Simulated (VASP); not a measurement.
# SiC (R-3m) in VASP: a series of runs

The runs below take SiC through single point, with LDA, r2SCAN, PBE.

All numbers are computed with VASP 6.6.1; they aren't measurements. Logs are shortened: lines on timing, memory, paths and dates and some standing lists are left out, and cuts for length are marked.

## Step 1: The cell of the first run

The structure is trigonal, space group R-3m (No. 166). Conventional cell: a = 3.083 Å, b = 3.083 Å, c = 15.964 Å, α = 90.00°, β = 90.00°, γ = 120.00°. C (site symmetry 3m) has 1 C at 1.62 Å and 3 Si at 1.90 Å within 2.2 Å. Within 2.5 Å of Si (site symmetry 3m) lie 3 C at 1.90 Å and 1 Si at 2.38 Å.

## Step 2: Single point, LDA

Input file INCAR:

```
ALGO = Normal
EDIFF = 1E-6
ENCUT = 520
ISIF = 2
ISMEAR = 0
LASPH = T
LCHARG = F
LREAL = F
LWAVE = F
NBANDS = 16
NELM = 60
PREC = Accurate
SIGMA = 0.01
```

Input file KPOINTS:

```
k-points
0
Gamma
  6 6 6
```

Input file POSCAR:

```
SiC
1.0
    1.5415877844      0.8900361223      5.3212273172
   -1.5415877844      0.8900361223      5.3212273172
    0.0000000000     -1.7800722446      5.3212273172
C Si
2 2
Direct
    0.4491910690      0.4491910690      0.4491910690
    0.5508089310      0.5508089310      0.5508089310
    0.9254740593      0.9254740593      0.9254740593
    0.0745259407      0.0745259407      0.0745259407
```

Potentials or basis: VASP PAW LDA potentials, release 64 (C, Si).

The run is started by

```bash
cat potpaw_LDA.64/C/POTCAR potpaw_LDA.64/Si/POTCAR > POTCAR
mpirun -np 1 vasp_std > vasp.out
```

OUTCAR:

```text
EDIFF = 1E-6
   ENCUT = 520
   ISIF = 2
   ISMEAR = 0
   LASPH = T
   LREAL = F
   NELM = 60
   PREC = Accurate

 ion  position               nearest neighbor table
   1  0.449  0.449  0.449-   2 1.62   4 1.90   4 1.90   4 1.90
   2  0.551  0.551  0.551-   1 1.62   3 1.90   3 1.90   3 1.90
   3  0.925  0.925  0.925-   2 1.90   2 1.90   2 1.90   4 2.38
   4  0.075  0.075  0.075-   1 1.90   1 1.90   1 1.90   3 2.38

  LATTYP: Found a trigonal (rhomboedric) cell.
 ALAT       =     5.6110709635
 COS(alpha) =     0.8490354441

  Lattice vectors:

 A1 = (   1.5415877844,   0.8900361223,   5.3212273172)
 A2 = (  -1.5415877844,   0.8900361223,   5.3212273172)
 A3 = (   0.0000000000,  -1.7800722446,   5.3212273172)

Analysis of symmetry for initial positions (statically):
=====================================================================
 Subroutine PRICEL returns:
 Original cell was already a primitive cell.

 Routine SETGRP: Setting up the symmetry group for a
 trigonal (rhombohedral) supercell.

 Subroutine GETGRP returns: Found 12 space group operations
 (whereof 12 operations were pure point group operations)
 out of a pool of 12 trial point group operations.

The static configuration has the point symmetry D_3d.

Analysis of symmetry for dynamics (positions and initial velocities):
=====================================================================
 Subroutine PRICEL returns:
 Original cell was already a primitive cell.

 Routine SETGRP: Setting up the symmetry group for a
 trigonal (rhombohedral) supercell.

 Subroutine GETGRP returns: Found 12 space group operations
 (whereof 12 operations were pure point group operations)
 out of a pool of 12 trial point group operations.

The dynamic configuration has the point symmetry D_3d.

 Subroutine INISYM returns: Found 12 space group operations
 (whereof 12 operations are pure point group operations),
 and found     1 'primitive' translations

----------------------------------------------------------------------------------------

                                     Primitive cell

  volume of cell :      43.8065

  direct lattice vectors                    reciprocal lattice vectors
     1.541587784  0.890036122  5.321227317     0.324340920  0.187258317  0.062642190
    -1.541587784  0.890036122  5.321227317    -0.324340920  0.187258317  0.062642190
[... 91 lines left out ...]
   EDIFFG = 0.1E-04   stopping-criterion for IOM
   NSW    =      0    number of steps for IOM
   IBRION =     -1    ionic relax: 0-MD 1-quasi-New 2-CG
   NFREE  =      0    steps in history (QN), initial steepest desc. (CG)
   ISIF   =      2    stress and relaxation
   ISYM   =      2    0-nonsym 1-usesym 2-fastsym
   POTIM  = 0.5000    time-step for ionic-motion
   TEBEG  =    0.0;   TEEND  =   0.0 temperature during run
   PSTRESS=    0.0 pullay stress
   NELECT =      16.0000    total number of electrons
   NUPDOWN=      -1.0000    fix difference up-down
   EMIN   =  10.00;   EMAX   =-10.00  energy-range for DOS
   EFERMI =   0.00;   METHOD = LEGACY
   ISMEAR =     0;   SIGMA  =   0.01  broadening in eV -4-tet -1-fermi 0-gaus
   EFERMI_NEDOS =   21; number of points for ismear=-14 and -15
   IALGO  =     38    algorithm
   IMIX   =      4    mixing-type and parameters
     AMIX     =   0.40;   BMIX     =  1.00
     AMIX_MAG =   1.60;   BMIX_MAG =  1.00
  volume/ion in A,a.u.               =      10.95        73.91
  Fermi-wavevector in a.u.,A,eV,Ry     =   1.170223  2.211400 18.632105  1.369421
  Thomas-Fermi vector in A             =   2.306684
   LORBIT       =      0    0 simple, 1 ext, 2 COOP (PROOUT), +10 PAW based schemes
   GGA     = CA    functional components
   LHFCALC =     F    Hartree Fock is set to
   AEXX    =    0.0000 exact exchange contribution
   IVDW    =     0    specifies the selected vdW correction
   LEPSILON=     F    determine dielectric tensor
   LRPA    =     F    only Hartree local field effects (RPA)
 non-spin polarized calculation
 Gauss-broadening in eV      SIGMA  =   0.01
  energy-cutoff  :      520.00
  volume of cell :       43.81
 maximum number of plane-waves:      1198
 NGX is ok and might be reduce to    42
   NGX = 21   NGY = 21   NGZ = 21

 number of electron      16.0000000 magnetization

 Free energy of the ion-electron system (eV)
  ---------------------------------------------------
  ext. energy  EPLUGINS =         0.00000000
  ---------------------------------------------------
  free energy    TOTEN  =       -31.89603555 eV

  energy without entropy =      -31.89603555  energy(sigma->0) =      -31.89603555

 E-fermi :   8.4708     XC(G=0): -11.3065

 val. band max:        8.4147232458   @ k =   0.0000   0.0000   0.0000
 cond. band min:       8.8799707235   @ k =   0.5000   0.5000   0.0000
 fundamental gap:      0.4652474777
 Fermi energy:         8.4707554886

 k-point     1 :       0.0000    0.0000    0.0000
  band No.  band energies     occupation
      1      -7.9575      2.00000
      2      -4.0700      2.00000
      3      -1.1073      2.00000
      4       5.8376      2.00000
      5       5.8376      2.00000
      6       7.4563      2.00000
[... 433 lines left out ...]
      3      -0.3635      2.00000
      4       1.0717      2.00000
      5       2.9171      2.00000
      6       3.6583      2.00000
[... 8 lines left out ...]
     15      18.2318      0.00000
     16      19.9452      0.00000

 [... further k-points ...]

------------------------ aborting loop because EDIFF is reached ----------------------------------------

  FORCE on cell =-STRESS in cart. coord.  units (eV):
  Direction    XX          YY          ZZ          XY          YZ          ZX
  --------------------------------------------------------------------------------------
  -------------------------------------------------------------------------------------
  Total       -1.0520649     -1.0520649     -1.4078090      0.0000000      0.0000000      0.0000000
  in kB      -38.4781478    -38.4781478    -51.4891085      0.0000000      0.0000000      0.0000000
  external PRESSURE =     -42.8151347 kB  Pullay stress =       0.0000000 kB

 VOLUME and BASIS-vectors are now :
 -----------------------------------------------------------------------------
  energy-cutoff  :      520.00
  volume of cell :       43.81
      direct lattice vectors                 reciprocal lattice vectors
     1.541587784  0.890036122  5.321227317     0.324340920  0.187258317  0.062642190
    -1.541587784  0.890036122  5.321227317    -0.324340920  0.187258317  0.062642190
     0.000000000 -1.780072245  5.321227317     0.000000000 -0.374516635  0.062642190

 POSITION                                       TOTAL-FORCE (eV/Angst)
 -----------------------------------------------------------------------------------
      0.00000      0.00000      7.17074         0.000000     -0.000000      0.366465
      0.00000      0.00000      8.79294         0.000000      0.000000     -0.366465
      0.00000      0.00000     14.77397         0.000000      0.000000     -0.004681
      0.00000      0.00000      1.18971         0.000000     -0.000000      0.004681
 -----------------------------------------------------------------------------------
    total drift:                               -0.000000     -0.000000      0.000000

  FREE ENERGIE OF THE ION-ELECTRON SYSTEM (eV)
  ---------------------------------------------------
  free  energy   TOTEN  =       -31.8960355481 eV

  energy  without entropy=      -31.8960355481  energy(sigma->0) =      -31.89603555
```

stdout:

```text
POSCAR found type information on POSCAR C Si
 POSCAR found :  2 types and       4 ions
 scaLAPACK will be used
 LDA part: xc-table for (Slater(with rela. corr.)+CA(PZ))
 , standard interpolation
 POSCAR, INCAR and KPOINTS ok, starting setup
 FFT: planning ... GRIDC
 FFT: planning ... GRID_SOFT
 FFT: planning ... GRID
 WAVECAR not read
 entering main loop
```

It took 28 s on 1 thread of Intel Xeon 6975P-C (Granite Rapids), shared host; peak memory 0.19 GiB.

What came out:

| Quantity | Value |
| --- | --- |
| Free energy | -31.8960 eV |
| Pressure | -4.3 GPa |
| Largest force | 0.366 eV/Å |
| Band gap on the k mesh | 0.47 eV, indirect (least direct gap 1.77 eV) |

Forces on the atoms (eV/Å):
```
C    0.000  0.000  0.366
C    0.000  0.000 -0.366
Si   0.000  0.000 -0.005
Si   0.000  0.000  0.005
```

Levels at points of the mesh, in eV from the valence-band top:
```tsv
k point	band 5	band 6	band 7	band 8	band 9	band 10	band 11	band 12
(0.00, 0.00, 0.00)	-2.58	-0.96	0.00	0.00	3.53	3.69	5.98	5.98
(0.50, 0.00, 0.00)	-5.60	-4.15	-3.89	-1.96	2.03	3.74	4.09	6.81
(0.50, 0.50, 0.00)	-4.86	-4.34	-1.47	-1.30	0.47	1.89	4.18	5.65
(0.50, 0.50, 0.50)	-2.58	-2.58	-0.06	-0.06	3.53	5.52	5.66	5.66
```

## Step 3: Single point, r2SCAN

POSCAR is that of step 2.

Input file INCAR.step1:

```
ALGO = Normal ; EDIFF = 1E-4
ENCUT = 520 ; GGA = PE
ISMEAR = 0 ; LASPH = True
LCHARG = False ; LREAL = False
LWAVE = True ; NBANDS = 16
NELM = 60 ; PREC = Accurate
SIGMA = 0.01
```

Input file INCAR.step2:

```
ALGO = Normal ; EDIFF = 1E-7
ENCUT = 520 ; ISIF = 2
ISMEAR = 0 ; ISTART = 1
LASPH = True ; LCHARG = True
LELF = True ; LMIXTAU = True
LREAL = False ; LVHAR = True
LWAVE = False ; METAGGA = R2SCAN
NBANDS = 16 ; NELM = 60
PREC = Accurate ; SIGMA = 0.01
```

KPOINTS is that of step 2.

Potentials or basis: VASP PAW PBE potentials, release 64 (C, Si).

The run is started by

```bash
cat potpaw_PBE.64/C/POTCAR potpaw_PBE.64/Si/POTCAR > POTCAR
cp INCAR.step1 INCAR
mpirun -np 1 vasp_std > vasp.out
cp INCAR.step2 INCAR
mpirun -np 1 vasp_std > vasp.out
```

OUTCAR:

```text
EDIFF = 1E-7
   ENCUT = 520
   ISIF = 2
   ISMEAR = 0
   ISTART = 1
   LASPH = True
   LREAL = False
   METAGGA = R2SCAN
   NELM = 60
   PREC = Accurate

 ion  position               nearest neighbor table
   1  0.449  0.449  0.449-   2 1.62   4 1.90   4 1.90   4 1.90
   2  0.551  0.551  0.551-   1 1.62   3 1.90   3 1.90   3 1.90
   3  0.925  0.925  0.925-   2 1.90   2 1.90   2 1.90   4 2.38
   4  0.075  0.075  0.075-   1 1.90   1 1.90   1 1.90   3 2.38

  LATTYP: Found a trigonal (rhomboedric) cell.
 ALAT       =     5.6110709635
 COS(alpha) =     0.8490354441

  Lattice vectors:

 A1 = (   1.5415877844,   0.8900361223,   5.3212273172)
 A2 = (  -1.5415877844,   0.8900361223,   5.3212273172)
 A3 = (   0.0000000000,  -1.7800722446,   5.3212273172)

Analysis of symmetry for initial positions (statically):
=====================================================================
 Subroutine PRICEL returns:
[... 174 lines left out ...]
  energy without entropy =      -37.11653071  energy(sigma->0) =      -37.11653071

 E-fermi :   8.4516     XC(G=0): -11.6761

 val. band max:        8.4040418943   @ k =   0.0000   0.0000   0.0000
 cond. band min:       9.0980695821   @ k =   0.5000   0.5000   0.0000
 fundamental gap:      0.6940276877
 Fermi energy:         8.4516469571

 k-point     1 :       0.0000    0.0000    0.0000
  band No.  band energies     occupation
      1      -8.9440      2.00000
      2      -4.8920      2.00000
      3      -1.4972      2.00000
      4       5.6702      2.00000
      5       5.6702      2.00000
      6       7.4294      2.00000
[... 433 lines left out ...]
      3      -0.6947      2.00000
      4       0.6728      2.00000
      5       2.6825      2.00000
      6       3.4845      2.00000
[... 8 lines left out ...]
     15      19.0661      0.00000
     16      20.9110      0.00000

 [... further k-points ...]

------------------------ aborting loop because EDIFF is reached ----------------------------------------

  FORCE on cell =-STRESS in cart. coord.  units (eV):
  Direction    XX          YY          ZZ          XY          YZ          ZX
  --------------------------------------------------------------------------------------
  -------------------------------------------------------------------------------------
  Total       -0.0272255     -0.0272255     -0.0677608      0.0000000      0.0000000      0.0000000
  in kB       -0.9957438     -0.9957438     -2.4782776      0.0000000      0.0000000      0.0000000
  external PRESSURE =      -1.4899218 kB  Pullay stress =       0.0000000 kB

 VOLUME and BASIS-vectors are now :
 -----------------------------------------------------------------------------
  energy-cutoff  :      520.00
  volume of cell :       43.81
      direct lattice vectors                 reciprocal lattice vectors
     1.541587784  0.890036122  5.321227317     0.324340920  0.187258317  0.062642190
    -1.541587784  0.890036122  5.321227317    -0.324340920  0.187258317  0.062642190
     0.000000000 -1.780072245  5.321227317     0.000000000 -0.374516635  0.062642190

 POSITION                                       TOTAL-FORCE (eV/Angst)
 -----------------------------------------------------------------------------------
      0.00000      0.00000      7.17074         0.000000      0.000000     -0.046369
      0.00000      0.00000      8.79294         0.000000     -0.000000      0.046369
      0.00000      0.00000     14.77397         0.000000      0.000000     -0.004626
      0.00000      0.00000      1.18971         0.000000     -0.000000      0.004626
 -----------------------------------------------------------------------------------
    total drift:                               -0.000000     -0.000000      0.000000

  FREE ENERGIE OF THE ION-ELECTRON SYSTEM (eV)
  ---------------------------------------------------
  free  energy   TOTEN  =       -37.1165307112 eV

  energy  without entropy=      -37.1165307112  energy(sigma->0) =      -37.11653071
```

It took 1.9 min on 1 thread of Intel Xeon 6975P-C (Granite Rapids), shared host; peak memory 0.27 GiB.

What came out:

```yaml
Free_energy: -37.1165 eV
Pressure: -0.1 GPa
Largest_force: 0.046 eV/Å
Band_gap_on_the_k_mesh: 0.69 eV, indirect (least direct gap 2.12 eV)
```

Forces in eV/Å, atoms in the order of the input:
```
C    0.000  0.000 -0.046
C    0.000  0.000  0.046
Si   0.000  0.000 -0.005
Si   0.000  0.000  0.005
```

Stress tensor (GPa, compression positive):
```
-0.10  0.00  0.00
 0.00 -0.10  0.00
 0.00  0.00 -0.25
```

Caveat: the PAW data sets were made with another functional, which shifts forces and pressure a little.

## Step 4: Single point, PBE

Input file INCAR:

```
SYSTEM = SiC
ALGO = Normal
EDIFF = 1E-6
ENCUT = 520
GGA = PE
ISIF = 2
ISMEAR = 0
LASPH = .TRUE.
LCHARG = .FALSE.
LREAL = .FALSE.
LWAVE = .FALSE.
NBANDS = 16
NELM = 100
PREC = Accurate
SIGMA = 0.01
```

Input file KPOINTS:

```
k-points
0
G
  8 8 8
  0 0 0
```

POSCAR is that of step 3.

Potentials or basis: VASP PAW PBE potentials, release 64 (C, Si).

The run is started by

```bash
cat potpaw_PBE.64/C/POTCAR potpaw_PBE.64/Si/POTCAR > POTCAR
mpirun -np 1 vasp_std > vasp.out
```

OUTCAR:

```text
SYSTEM = SiC
   EDIFF = 1E-6
   ENCUT = 520
   GGA = PE
   ISIF = 2
   ISMEAR = 0
   LASPH = .TRUE.
   LREAL = .FALSE.
   NELM = 100
   PREC = Accurate

 ion  position               nearest neighbor table
   1  0.449  0.449  0.449-   2 1.62   4 1.90   4 1.90   4 1.90
   2  0.551  0.551  0.551-   1 1.62   3 1.90   3 1.90   3 1.90
   3  0.925  0.925  0.925-   2 1.90   2 1.90   2 1.90   4 2.38
   4  0.075  0.075  0.075-   1 1.90   1 1.90   1 1.90   3 2.38

[... 656 lines left out ...]
  FORCE on cell =-STRESS in cart. coord.  units (eV):
  Direction    XX          YY          ZZ          XY          YZ          ZX
  --------------------------------------------------------------------------------------
  -------------------------------------------------------------------------------------
  Total        0.8056639      0.8056639      0.4670872      0.0000000      0.0000000      0.0000000
  in kB       29.4662945     29.4662945     17.0832131      0.0000000      0.0000000      0.0000000
  external PRESSURE =      25.3386007 kB  Pullay stress =       0.0000000 kB

 VOLUME and BASIS-vectors are now :
 -----------------------------------------------------------------------------
  energy-cutoff  :      520.00
  volume of cell :       43.81
      direct lattice vectors                 reciprocal lattice vectors
     1.541587784  0.890036122  5.321227317     0.324340920  0.187258317  0.062642190
    -1.541587784  0.890036122  5.321227317    -0.324340920  0.187258317  0.062642190
     0.000000000 -1.780072245  5.321227317     0.000000000 -0.374516635  0.062642190

 POSITION                                       TOTAL-FORCE (eV/Angst)
 -----------------------------------------------------------------------------------
      0.00000      0.00000      7.17074         0.000000      0.000000      0.228729
      0.00000      0.00000      8.79294         0.000000     -0.000000     -0.228729
      0.00000      0.00000     14.77397         0.000000     -0.000000      0.133881
      0.00000      0.00000      1.18971         0.000000      0.000000     -0.133881
 -----------------------------------------------------------------------------------
    total drift:                               -0.000000     -0.000000      0.000000

  FREE ENERGIE OF THE ION-ELECTRON SYSTEM (eV)
  ---------------------------------------------------
  free  energy   TOTEN  =       -28.7847478868 eV

  energy  without entropy=      -28.7847478868  energy(sigma->0) =      -28.78474789
```

OSZICAR:

```text
N       E                     dE             d eps       ncg     rms          rms(c)
DAV:   1     0.232748085929E+02    0.23275E+02   -0.68345E+03  2080   0.879E+02
DAV:   2    -0.291170712155E+02   -0.52392E+02   -0.47933E+02  3088   0.151E+02
DAV:   3    -0.315085465016E+02   -0.23915E+01   -0.23823E+01  2616   0.300E+01
DAV:   4    -0.315267638254E+02   -0.18217E-01   -0.18214E-01  2760   0.321E+00
DAV:   5    -0.315269663042E+02   -0.20248E-03   -0.20247E-03  2664   0.314E-01    0.108E+01
DAV:   6    -0.288769247286E+02    0.26500E+01   -0.42781E+00  2328   0.145E+01    0.515E+00
DAV:   7    -0.288085572412E+02    0.68367E-01   -0.96503E-01  2752   0.601E+00    0.247E+00
DAV:   8    -0.287847971056E+02    0.23760E-01   -0.43727E-02  2520   0.153E+00    0.661E-01
DAV:   9    -0.287845355050E+02    0.26160E-03   -0.86679E-03  2800   0.659E-01    0.121E-01
DAV:  10    -0.287846881558E+02   -0.15265E-03   -0.54112E-04  2472   0.172E-01    0.458E-02
DAV:  11    -0.287847420617E+02   -0.53906E-04   -0.87538E-05  2808   0.641E-02    0.210E-02
DAV:  12    -0.287847475120E+02   -0.54503E-05   -0.14018E-05  2656   0.250E-02    0.487E-03
DAV:  13    -0.287847478868E+02   -0.37473E-06   -0.13161E-06  2104   0.840E-03
   1 F= -.28784748E+02 E0= -.28784748E+02  d E =-.201210E-41
```

Run time: 54 s. Hardware: 1 thread of Intel Xeon 6975P-C (Granite Rapids), shared host; peak memory 0.25 GiB.

Results:

- Free energy: -28.7847 eV
- Pressure: 2.5 GPa
- Largest force: 0.229 eV/Å
- Band gap on the k mesh: 0.49 eV, indirect (least direct gap 1.81 eV)

Forces on the atoms (eV/Å):
```
C    0.000  0.000  0.229
C    0.000  0.000 -0.229
Si   0.000  0.000  0.134
Si   0.000  0.000 -0.134
```

Levels at points of the mesh, in eV from the valence-band top:
```tsv
k point	band 5	band 6	band 7	band 8	band 9	band 10	band 11	band 12
(0.00, 0.00, 0.00)	-2.58	-0.96	0.00	0.00	3.57	3.73	6.06	6.06
(0.50, 0.00, 0.00)	-5.58	-4.15	-3.91	-1.95	2.10	3.83	4.19	6.84
(0.50, 0.50, 0.00)	-4.83	-4.34	-1.47	-1.32	0.49	1.98	4.27	5.74
(0.50, 0.50, 0.50)	-2.58	-2.58	-0.06	-0.06	3.58	5.60	5.74	5.74
```

A k mesh can miss the band edges.

## Step 5: Overview

| level | potentials or basis | k mesh | gap on the mesh (eV) | pressure (GPa) | largest force (eV/Å) |
| --- | --- | --- | --- | --- | --- |
| LDA | VASP PAW LDA potentials, release 64 (C, Si) | 6 × 6 × 6 | 0.47 | -4.3 | 0.37 |
| r2SCAN | VASP PAW PBE potentials, release 64 (C, Si) | 6 × 6 × 6 | 0.69 | -0.1 | 0.05 |
| PBE | VASP PAW PBE potentials, release 64 (C, Si) | 8 × 8 × 8 | 0.49 | 2.5 | 0.23 |

Alike in all rows: task single point; no spin polarisation; cell as given; cutoff (eV) 520; smearing gaussian 0.01 eV.

Caveats: the PAW data sets were made with another functional, which shifts forces and pressure a little (some runs).

Total energies depend on the potentials used, so only differences within one code and one set of settings carry meaning.
